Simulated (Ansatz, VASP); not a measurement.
WC: VASP beside Ansatz

```
W C
1.0
     2.90050    0.00000    0.00000
    -1.45025    2.51191    0.00000
     0.00000    0.00000    2.82900
W C
1 1
Direct
  0.00000 0.00000 0.00000
  0.66667 0.33333 0.44698
```

Change from the starting cell: all C atoms moved +0.150 Å, as atom 2 towards its neighbour atom 2 (C) at 2.829 Å.

Alike in both runs: task single point; functional PBEsol; k mesh 18 × 18 × 16; occupations gaussian, width 0.15 eV; no spin polarisation.

|  | VASP | Ansatz |
| --- | --- | --- |
| version | VASP 6.6.1 | Ansatz 0.2.0 |
| potentials or method | VASP PAW PBE potentials, release 64 (W_sv, C), cutoff 520 eV | scalar-relativistic, plane waves, PAW |
| valence electrons in the cell | 18 | 18 |

VASP gave:

| Item | Value |
| --- | --- |
| gap on the k mesh at the Fermi level (eV) | none |
| pressure (GPa) | 5.7 |
| traceless stress, the component that is largest in VASP (GPa) | 1.48 |
| rms of the force components (eV/Å) | 1.304 |

Q: What did Ansatz give for the same quantities?

A: gap on the k mesh at the Fermi level (eV): none; pressure (GPa): 4.4; traceless stress, the component that is largest in VASP (GPa): 1.28; rms of the force components (eV/Å): 1.290.

VASP's potentials were made for PBE, not for PBEsol. Atom by atom the forces differ by 0.014 eV/Å (rms over components). A gap of «none» marks a metal or a gap that the smearing closes.

Spin-orbit coupling is off throughout.
